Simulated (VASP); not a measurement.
# Zn12H (a cell with a defect) in VASP: a series of runs

Runs on Zn12H (a cell with a defect). Level: LDA. Tasks: single point.

Program: VASP 6.6.1. These are calculated values, not measurements. Logs are shortened: lines on timing, memory, paths and dates and some standing lists are left out, and cuts for length are marked.

## Step 1: The cell of the first run

The cell holds a defect, 13 atoms: a = 5.320 Å, b = 7.980 Å, c = 4.937 Å, α = 90.00°, β = 90.00°, γ = 120.00°.

## Step 2: Single point, LDA

INCAR reads:

```
SYSTEM = Zn12H
PREC = Accurate
ENCUT = 520
EDIFF = 1E-6
ISMEAR = 0
SIGMA = 0.05
LREAL = .False.
LASPH = .True.
NELM = 80
ALGO = Normal
ISIF = 2
LWAVE = .False.
LCHARG = .False.
GGA = CA
NBANDS = 84
```

KPOINTS reads:

```
regular mesh
0
Gamma
  4 3 3
  0 0 0
```

POSCAR reads:

```
Zn12H
1.0
    5.3200000000      0.0000000000      0.0000000000
   -3.9900000000      6.9108830000      0.0000000000
    0.0000000000      0.0000000000      4.9369600000
Zn H
12 1
Direct
   -0.0166746600      0.0078565937      0.0396691486
    0.1558374404      0.2237606974      0.5108572887
   -0.0026368105      0.3414418968     -0.0058092429
    0.1708758863      0.5598670966      0.5228800719
   -0.0123460415      0.6683413682     -0.0068187711
    0.1555546891      0.8761070040      0.4718318560
    0.4937990410      0.0025841850      0.0381017873
    0.6772307622      0.2307084348      0.4745391901
    0.4917638076      0.3481058788      0.0463173694
    0.6601029225      0.5500259518      0.5327537594
    0.4927064627      0.6750690180      0.0057547560
    0.6752415343      0.8838255546      0.5239716344
    0.3851275781      0.0744655929      0.7261782554
```

Potentials or basis: VASP PAW LDA potentials, release 64 (Zn, H).

Started as:

```console
cat potpaw_LDA.64/Zn/POTCAR potpaw_LDA.64/H/POTCAR > POTCAR
mpirun -np 1 vasp_std > vasp.out
```

OUTCAR:

```text
SYSTEM = Zn12H
   PREC = Accurate
   ENCUT = 520
   EDIFF = 1E-6
   ISMEAR = 0
   LREAL = .False.
   LASPH = .True.
   NELM = 80
   ISIF = 2
   GGA = CA

 ion  position               nearest neighbor table
   1  0.983  0.008  0.040-   7 2.58   3 2.64  11 2.64   9 2.71   5 2.73   6 2.73   7 2.74   2 2.76
                            12 2.79  12 2.92   2 3.01
   2  0.156  0.224  0.511-   8 2.58  12 2.64   4 2.64  10 2.65   8 2.75   1 2.76   9 2.77   6 2.78
                             3 2.84   3 2.98   1 3.01
   3  0.997  0.341  0.994-   9 2.62   5 2.63   1 2.64  11 2.65   7 2.70   9 2.73   4 2.77   8 2.79
                             2 2.84   8 2.96   2 2.98   4 3.02
   4  0.171  0.560  0.523-   6 2.58  12 2.64   8 2.64  10 2.64   2 2.64  10 2.68   3 2.77  11 2.81
                             5 2.82  11 2.95   3 3.02
   5  0.988  0.668  0.993-   9 2.61   3 2.63  11 2.66  11 2.66   7 2.69  10 2.73   1 2.73   6 2.77
                             4 2.82   6 2.95
   6  0.156  0.876  0.472-  13 1.91   4 2.58  12 2.60  10 2.64   7 2.65   1 2.73  12 2.75   5 2.77
                             2 2.78   8 2.80   5 2.95
   7  0.494  0.003  0.038-  13 1.83   1 2.58  11 2.62   6 2.65   8 2.67   5 2.69   3 2.70   1 2.74
                             9 2.76  12 2.92  12 3.03
   8  0.677  0.231  0.475-  13 1.89   2 2.58  10 2.61   4 2.64   7 2.67   9 2.69   2 2.75  12 2.77
                             3 2.79   6 2.80   3 2.96
   9  0.492  0.348  0.046-   5 2.61  11 2.61   3 2.62   8 2.69   1 2.71   3 2.73   7 2.76   2 2.77
                            10 2.78  10 2.90
  10  0.660  0.550  0.533-   8 2.61  12 2.62   6 2.64   4 2.64   2 2.65   4 2.68   5 2.73   9 2.78
                            11 2.85   9 2.90
  11  0.493  0.675  0.006-   9 2.61   7 2.62   1 2.64   3 2.65   5 2.66   5 2.66  12 2.79   4 2.81
                            10 2.85  12 2.94   4 2.95
  12  0.675  0.884  0.524-   6 2.60  10 2.62   4 2.64   2 2.64   6 2.75   8 2.77  11 2.79   1 2.79
                             7 2.92   1 2.92  11 2.94   7 3.03
  13  0.385  0.074  0.726-   7 1.83   8 1.89   6 1.91

  LATTYP: Found a simple monoclinic cell.
 ALAT       =     5.3200000000
 B/A-ratio  =     0.9280000000
 C/A-ratio  =     1.3228757068
 COS(beta)  =    -0.1889822292

  Lattice vectors:

 A1 = (   5.3200000000,   0.0000000000,   0.0000000000)
 A2 = (   0.0000000000,   0.0000000000,   4.9369600000)
 A3 = (  -1.3300000000,  -6.9108830000,   0.0000000000)

Analysis of symmetry for initial positions (statically):
=====================================================================
 Subroutine PRICEL returns:
 Original cell was already a primitive cell.

 Routine SETGRP: Setting up the symmetry group for a
 simple monoclinic supercell.

 Subroutine GETGRP returns: Found  1 space group operations
 (whereof  1 operations were pure point group operations)
 out of a pool of  4 trial point group operations.

The static configuration has the point symmetry C_1 .

Analysis of symmetry for dynamics (positions and initial velocities):
=====================================================================
 Subroutine PRICEL returns:
 Original cell was already a primitive cell.

 Routine SETGRP: Setting up the symmetry group for a
 simple monoclinic supercell.

 Subroutine GETGRP returns: Found  1 space group operations
 (whereof  1 operations were pure point group operations)
 out of a pool of  4 trial point group operations.

The dynamic configuration has the point symmetry C_1 .

 Subroutine INISYM returns: Found  1 space group operations
 (whereof  1 operations are pure point group operations),
 and found     1 'primitive' translations

----------------------------------------------------------------------------------------

                                     Primitive cell

  volume of cell :     181.5118

  direct lattice vectors                    reciprocal lattice vectors
     5.320000000  0.000000000  0.000000000     0.187969925  0.108524482  0.000000000
    -3.990000000  6.910883000  0.000000000     0.000000000  0.144699310  0.000000000
     0.000000000  0.000000000  4.936960000     0.000000000  0.000000000  0.202553798

  length of vectors
     5.320000000  7.980000241  4.936960000     0.217048971  0.144699310  0.202553798

  position of ions in fractional coordinates (direct lattice)
     0.983325340  0.007856594  0.039669149
     0.155837440  0.223760697  0.510857289
[... 40 lines left out ...]
     0.000000000  0.048233103  0.000000000     0.000000000  0.333333333  0.000000000
     0.000000000  0.000000000  0.067517933     0.000000000  0.000000000  0.333333333

  Length of vectors
     0.054262243  0.048233103  0.067517933

  Shift w.r.t. Gamma in fractional coordinates (k-lattice)
     0.000000000  0.000000000  0.000000000

 Subroutine IBZKPT returns following result:
 ===========================================

 Found     19 irreducible k-points:

 Following reciprocal coordinates:
            Coordinates               Weight
  0.000000  0.000000  0.000000      1.000000
  0.250000  0.000000  0.000000      2.000000
  0.500000  0.000000  0.000000      1.000000
  0.000000  0.333333  0.000000      2.000000
  0.250000  0.333333  0.000000      2.000000
  0.500000  0.333333  0.000000      2.000000
[... 11 lines left out ...]
 -0.250000  0.333333  0.333333      2.000000
  0.250000 -0.333333  0.333333      2.000000
   k-points           NKPTS =     19   k-points in BZ     NKDIM =     19   number of bands    NBANDS=     84
   number of dos      NEDOS =    301   number of ions     NIONS =     13
   total plane-waves  NPLWV =  96000
   dimension x,y,z NGX =    40 NGY =   60 NGZ =   40
   dimension x,y,z NGXF=    80 NGYF=  120 NGZF=   80
   ions per type =              12   1
   NGX,Y,Z   is equivalent  to a cutoff of  12.50, 12.50, 13.47 a.u.
   NGXF,Y,Z  is equivalent  to a cutoff of  25.00, 25.00, 26.94 a.u.
 SYSTEM =  Zn12H
   PREC   = accura    normal or accurate (medium, high low for compatibility)
   ISTART =      0    job   : 0-new  1-cont  2-samecut
   ICHARG =      2    charge: 1-file 2-atom 10-const
   ISPIN  =      1    spin polarized calculation?
   LNONCOLLINEAR =      F non collinear calculations
   LSORBIT =      F    spin-orbit coupling
   LASPH  =      T    aspherical Exc in radial PAW
   ENCUT  =  520.0 eV  38.22 Ry    6.18 a.u.   9.89 14.84  9.18*2*pi/ulx,y,z
   NELM   =     80;   NELMIN=  2; NELMDL= -5     # of ELM steps
   EDIFF  = 0.1E-05   stopping-criterion for ELM
   LREAL  =      F    real-space projection
   EDIFFG = 0.1E-04   stopping-criterion for IOM
   NSW    =      0    number of steps for IOM
   IBRION =     -1    ionic relax: 0-MD 1-quasi-New 2-CG
   NFREE  =      0    steps in history (QN), initial steepest desc. (CG)
   ISIF   =      2    stress and relaxation
   ISYM   =      2    0-nonsym 1-usesym 2-fastsym
   POTIM  = 0.5000    time-step for ionic-motion
   TEBEG  =    0.0;   TEEND  =   0.0 temperature during run
   PSTRESS=    0.0 pullay stress
   NELECT =     145.0000    total number of electrons
   NUPDOWN=      -1.0000    fix difference up-down
   EMIN   =  10.00;   EMAX   =-10.00  energy-range for DOS
   EFERMI =   0.00;   METHOD = LEGACY
   ISMEAR =     0;   SIGMA  =   0.05  broadening in eV -4-tet -1-fermi 0-gaus
   EFERMI_NEDOS =   21; number of points for ismear=-14 and -15
   IALGO  =     38    algorithm
   IMIX   =      4    mixing-type and parameters
     AMIX     =   0.40;   BMIX     =  1.00
     AMIX_MAG =   1.60;   BMIX_MAG =  1.00
  volume/ion in A,a.u.               =      13.96        94.22
  Fermi-wavevector in a.u.,A,eV,Ry     =   1.519017  2.870525 31.394246  2.307412
  Thomas-Fermi vector in A             =   2.628059
   LORBIT       =      0    0 simple, 1 ext, 2 COOP (PROOUT), +10 PAW based schemes
   GGA     = CA    functional components
   LHFCALC =     F    Hartree Fock is set to
   AEXX    =    0.0000 exact exchange contribution
   IVDW    =     0    specifies the selected vdW correction
   LEPSILON=     F    determine dielectric tensor
   LRPA    =     F    only Hartree local field effects (RPA)
 non-spin polarized calculation
 Gauss-broadening in eV      SIGMA  =   0.05
  energy-cutoff  :      520.00
  volume of cell :      181.51
 maximum number of plane-waves:      4902
   NGX = 19   NGY = 29   NGZ = 19

 number of electron     145.0000010 magnetization

 Free energy of the ion-electron system (eV)
  ---------------------------------------------------
  ext. energy  EPLUGINS =         0.00000000
  ---------------------------------------------------
  free energy    TOTEN  =       -24.78688855 eV

  energy without entropy =      -24.77978549  energy(sigma->0) =      -24.78333702

 E-fermi :   3.1664     XC(G=0): -11.9809

 val. band max:        3.1649082191   @ k =   0.2500   0.3333   0.0000
 cond. band min:       3.1944086478   @ k =   0.5000   0.3333   0.0000
 fundamental gap:      0.0295004287
 Fermi energy:         3.1663591757

 k-point     1 :       0.0000    0.0000    0.0000
  band No.  band energies     occupation
      1      -7.7701      2.00000
      2      -5.8082      2.00000
      3      -5.6938      2.00000
      4      -5.5415      2.00000
      5      -5.4826      2.00000
      6      -5.4547      2.00000
[... 1642 lines left out ...]
     83       8.6889      0.00000
     84       8.9627      0.00000

------------------------ aborting loop because EDIFF is reached ----------------------------------------

  FORCE on cell =-STRESS in cart. coord.  units (eV):
  Direction    XX          YY          ZZ          XY          YZ          ZX
  --------------------------------------------------------------------------------------
  -------------------------------------------------------------------------------------
  Total       -4.5866918    -10.5206983     -4.6173865     -1.2289547      0.0404031     -0.2458293
  in kB      -40.4860460    -92.8646371    -40.7569831    -10.8477999      0.3566319     -2.1698984
  external PRESSURE =     -58.0358887 kB  Pullay stress =       0.0000000 kB

 VOLUME and BASIS-vectors are now :
 -----------------------------------------------------------------------------
  energy-cutoff  :      520.00
  volume of cell :      181.51
      direct lattice vectors                 reciprocal lattice vectors
     5.320000000  0.000000000  0.000000000     0.187969925  0.108524482  0.000000000
    -3.990000000  6.910883000  0.000000000     0.000000000  0.144699310  0.000000000
     0.000000000  0.000000000  4.936960000     0.000000000  0.000000000  0.202553798

 POSITION                                       TOTAL-FORCE (eV/Angst)
 -----------------------------------------------------------------------------------
      5.19994      0.05430      0.19584         0.008004      0.025156     -0.009836
     -0.06375      1.54638      2.52208        -0.005987     -0.000859      0.044669
      3.94362      2.35967      4.90828         0.003455      0.001722     -0.011249
     -1.32481      3.86918      2.58144        -0.012131      0.014139      0.000831
      2.58764      4.61883      4.90330        -0.005200     -0.004303      0.018718
     -2.66812      6.05467      2.32941        -0.029738      0.012789      0.010966
      2.61670      0.01786      0.18811        -0.009424      0.005356      0.020031
      2.68234      1.59440      2.34278        -0.020373      0.020267      0.009289
      1.22724      2.40572      0.22867        -0.021709     -0.014881      0.004949
      1.31714      3.80116      2.63018        -0.006720     -0.009822      0.018503
     -0.07233      4.66532      0.02841         0.001918      0.007941     -0.000262
      0.06582      6.10802      2.58683         0.008780      0.005712     -0.008547
      1.75176      0.51462      3.58511         0.089126     -0.063217     -0.098063
 -----------------------------------------------------------------------------------
    total drift:                               -0.000065      0.000063      0.002436

  FREE ENERGIE OF THE ION-ELECTRON SYSTEM (eV)
  ---------------------------------------------------
  free  energy   TOTEN  =       -24.7868885547 eV

  energy  without entropy=      -24.7797854907  energy(sigma->0) =      -24.78333702
```

Wall time 7.1 min (1 thread of Oxide Virtual Turin-like, shared host); peak memory 0.32 GiB.

What came out:

```
Free energy   : -24.7869 eV
Pressure      : -5.8 GPa
Largest force : 0.147 eV/Å
```

Forces in eV/Å, atoms in the order of the input:
```
Zn   0.008  0.025 -0.010
Zn  -0.006 -0.001  0.045
Zn   0.003  0.002 -0.011
Zn  -0.012  0.014  0.001
Zn  -0.005 -0.004  0.019
Zn  -0.030  0.013  0.011
Zn  -0.009  0.005  0.020
Zn  -0.020  0.020  0.009
Zn  -0.022 -0.015  0.005
Zn  -0.007 -0.010  0.019
Zn   0.002  0.008  0.000
Zn   0.009  0.006 -0.009
H    0.089 -0.063 -0.098
```

Caveat: the k points lie up to 0.42 Å⁻¹ apart.

## Step 3: Single point, LDA

INCAR reads:

```
PREC     = Accurate       # precision mode
ENCUT    = 520            # plane-wave cutoff, eV
EDIFF    = 1E-7           # SCF threshold, eV
ISMEAR   = 0              # smearing method
SIGMA    = 0.05           # smearing width, eV
LREAL    = F              # projectors in reciprocal space
LASPH    = T              # aspherical terms in the spheres
NELM     = 60             # most SCF steps
ALGO     = Normal         # electronic algorithm
ISIF     = 2              # what is computed and relaxed
LWAVE    = F              # write WAVECAR
LCHARG   = F              # write CHGCAR
GGA      = CA             # functional
NBANDS   = 84             # bands
```

KPOINTS reads:

```
Automatic mesh
0
Gamma
  4 3 3
```

POSCAR reads:

```
Zn12H
1.0
    5.3200000000      0.0000000000      0.0000000000
   -3.9900000000      6.9108830000      0.0000000000
    0.0000000000      0.0000000000      4.9369600000
Zn H
12 1
Direct
   -0.0318179033     -0.0091379061      0.0624931132
    0.1742957292      0.2217349071      0.4869223166
   -0.0094214546      0.3386801658      0.0025631158
    0.1758107309      0.5463005234      0.5291418201
   -0.0029169230      0.6754115212     -0.0244480409
    0.1784618684      0.8728373784      0.4689065741
    0.4965377914      0.0029614161      0.0002238219
    0.6804221453      0.2131606048      0.4767445959
    0.5114602812      0.3548315027      0.0458701306
    0.6757450842      0.5495934456      0.5235252058
    0.4829255398      0.6643433263      0.0156179106
    0.6787184460      0.8809777274      0.5514032927
    0.3093114570      0.1309977321      0.8674660115
```

Potentials or basis: VASP PAW LDA potentials, release 64 (Zn, H).

Started as:

```console
cat potpaw_LDA.64/Zn/POTCAR potpaw_LDA.64/H/POTCAR > POTCAR
mpirun -np 1 vasp_std > vasp.out
```

It took 9.8 min on 1 thread of Oxide Virtual Turin-like, shared host; peak memory 0.32 GiB.

The run converged. Its results:

```
Free energy   : -24.7570 eV
Pressure      : -5.4 GPa
Largest force : 0.115 eV/Å
```

Forces in eV/Å, atoms in the order of the input:
```
Zn  -0.016 -0.003 -0.032
Zn  -0.011 -0.024  0.079
Zn   0.032  0.011  0.011
Zn  -0.033  0.004 -0.035
Zn   0.031 -0.027  0.049
Zn   0.022  0.012 -0.024
Zn   0.080 -0.017 -0.044
Zn   0.005 -0.026 -0.014
Zn   0.021  0.019 -0.021
Zn   0.002  0.015  0.017
Zn   0.009 -0.009  0.042
Zn  -0.035  0.026  0.001
H   -0.109  0.020 -0.031
```

Stress tensor (GPa, compression positive):
```
-3.74 -1.43  0.21
-1.43 -8.95 -0.09
 0.21 -0.09 -3.55
```

Levels at points of the mesh, in eV from the Fermi level:
```tsv
k point	band 69	band 70	band 71	band 72	band 73	band 74	band 75	band 76
(0.00, 0.00, 0.00)	-2.56	-1.32	-1.05	-0.28	0.06	0.36	0.49	1.12
(0.50, 0.00, 0.00)	-1.91	-1.54	-1.45	-1.29	-0.69	-0.62	-0.22	0.08
```

Caveat: the k points lie up to 0.42 Å⁻¹ apart.

## Step 4: Single point, LDA

INCAR reads:

```
ALGO     = Normal         # electronic algorithm
EDIFF    = 1E-7           # SCF threshold, eV
ENCUT    = 520            # plane-wave cutoff, eV
GGA      = CA             # functional
ISIF     = 2              # what is computed and relaxed
ISMEAR   = 0              # smearing method
LASPH    = True           # aspherical terms in the spheres
LCHARG   = False          # write CHGCAR
LREAL    = False          # projectors in reciprocal space
LWAVE    = False          # write WAVECAR
NBANDS   = 84             # bands
NELM     = 80             # most SCF steps
PREC     = Accurate       # precision mode
SIGMA    = 0.05           # smearing width, eV
```

KPOINTS reads:

```
k-points
0
Gamma
  4 3 3
```

POSCAR reads:

```
Zn12H
1.0
    5.3200000000      0.0000000000      0.0000000000
   -3.9900000000      6.9108830000      0.0000000000
    0.0000000000      0.0000000000      4.9369600000
Zn H
12 1
Direct
   -0.0172085232      0.0162107254      0.0257848726
    0.1580578344      0.2241017214      0.5296516781
   -0.0110649344      0.3487990082      0.0054229662
    0.1657567338      0.5629693079      0.5360733478
   -0.0231002234      0.6737125535     -0.0114068013
    0.1281241308      0.8746845268      0.4494630226
    0.4849712525      0.0130785649      0.0157834375
    0.6824248056      0.2516277638      0.4635888798
    0.4822328122      0.3474304665      0.0080677370
    0.6476054810      0.5520836877      0.5125619443
    0.4820347314      0.6784142568      0.0421369912
    0.6745801305      0.8834129071      0.5576611496
    0.4792186688      0.0151005101      0.6192347747
```

Started as:

```console
cat potpaw_LDA.64/Zn/POTCAR potpaw_LDA.64/H/POTCAR > POTCAR
mpirun -np 1 vasp_std > vasp.out
```

Wall time 10 min (1 thread of Oxide Virtual Turin-like, shared host); peak memory 0.31 GiB.

It converged, with:

```
Free energy   : -24.9197 eV
Pressure      : -5.3 GPa
Largest force : 0.026 eV/Å
```

Forces on the atoms (eV/Å):
```
Zn   0.003  0.018  0.001
Zn  -0.002  0.002  0.002
Zn   0.009 -0.016 -0.003
Zn  -0.005  0.005 -0.002
Zn   0.001  0.004 -0.002
Zn  -0.005 -0.008  0.009
Zn   0.000  0.006  0.025
Zn   0.003 -0.006  0.014
Zn   0.001 -0.015 -0.011
Zn   0.000  0.006  0.006
Zn  -0.005 -0.001 -0.007
Zn   0.010 -0.007 -0.014
H   -0.010  0.010 -0.018
```

Stress tensor (GPa, compression positive):
```
-4.05 -1.77 -0.03
-1.77 -7.85 -0.04
-0.03 -0.04 -3.92
```

Levels at points of the mesh, in eV from the Fermi level:
```
           k point  band 68  band 69  band 70  band 71  band 72  band 73  band 74  band 75  band 76  band 77
(0.00, 0.00, 0.00)    -3.15    -2.67    -1.40    -1.03    -0.26     0.07     0.36     0.52     1.47     1.55
(0.50, 0.00, 0.00)    -2.13    -1.84    -1.58    -1.38    -1.31    -0.60    -0.55    -0.25    -0.01     2.13
```

Caveat: the k points lie up to 0.42 Å⁻¹ apart.

[end of part 1 of 2]
